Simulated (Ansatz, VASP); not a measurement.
# Zr: VASP beside Ansatz

Contents of INCAR:

```
ALGO = Normal
DIPOL = 0.5 0.5 0.500
EDIFF = 1E-6
ENCUT = 520
GGA = PS
IDIPOL = 3
ISIF = 2
ISMEAR = 0
LASPH = T
LCHARG = F
LDIPOL = T
LREAL = F
LWAVE = F
NBANDS = 71
NELM = 80
PREC = Accurate
SIGMA = 0.1
```

KPOINTS

```
k-points
0
Gamma
  11 7 1
```

Contents of POSCAR:

```
Zr
1.0
    3.1834311920      0.0000000000      0.0000000000
    0.0000000000      5.1176265140      0.0000000000
    0.0000000000      0.0000000000     26.9467065619
Zr
10
Direct
    0.0000000000      0.7500000000      0.2783271485
    0.5000000000      0.2500000000      0.3124306642
    0.5000000000      0.7500000000      0.3806376954
    0.0000000000      0.2500000000      0.4147412110
    0.0000000000      0.7500000000      0.4829482422
    0.5000000000      0.2500000000      0.5170517578
    0.5000000000      0.7500000000      0.5852587890
    0.0000000000      0.2500000000      0.6193623046
    0.0000000000      0.7500000000      0.6875693358
    0.5000000000      0.2500000000      0.7216728515
```

Input for Ansatz:

```yaml
crystal:
  lattice:
    - [3.183431192, 0.0, 0.0]
    - [0.0, 5.117626514, 0.0]
    - [0.0, 0.0, 26.9467065619]
  atoms:
    - { symbol: Zr, position: [0.0, 0.75, 0.2783271485] }
    - { symbol: Zr, position: [0.5, 0.25, 0.3124306642] }
    - { symbol: Zr, position: [0.5, 0.75, 0.3806376954] }
    - { symbol: Zr, position: [0.0, 0.25, 0.414741211] }
    - { symbol: Zr, position: [0.0, 0.75, 0.4829482422] }
    - { symbol: Zr, position: [0.5, 0.25, 0.5170517578] }
    - { symbol: Zr, position: [0.5, 0.75, 0.585258789] }
    - { symbol: Zr, position: [0.0, 0.25, 0.6193623046] }
    - { symbol: Zr, position: [0.0, 0.75, 0.6875693358] }
    - { symbol: Zr, position: [0.5, 0.25, 0.7216728515] }
basis:
  ecutwfc: 420
kpoints:
  mp_grid: { grid: [11, 7, 1] }
hamiltonian:
  xc: pbesol
scf:
  occupations: { method: gaussian, width: 0.1 }
output:
  forces: true
  stress: true
  eigenvalues: true
efield:
  axis: 3
  dipole_correction: true
```

Alike in both runs: task single point; functional PBEsol; k mesh 11 × 7 × 1; occupations gaussian, width 0.1 eV; no spin polarisation.

|  | VASP | Ansatz |
| --- | --- | --- |
| version | VASP 6.6.1 | Ansatz 0.2.0 |
| potentials or method | VASP PAW PBE potentials, release 64 (Zr_sv), cutoff 520 eV | scalar-relativistic, plane waves, PAW |
| valence electrons in the cell | 120 | 120 |

```csv
,VASP,Ansatz,Ansatz less VASP
gap on the k mesh at the Fermi level (eV),none,none,-
rms of the force components (eV/Å),0.131,0.132,+0.0010
```

VASP's potentials were made for PBE, not for PBEsol. Atom by atom the forces differ by 0.002 eV/Å (rms over components). A gap of «none» marks a metal or a gap that the smearing closes. The functional is the same, so the differences come from potentials, cutoffs and numerics. Ansatz's warnings: vacuum density over bound.
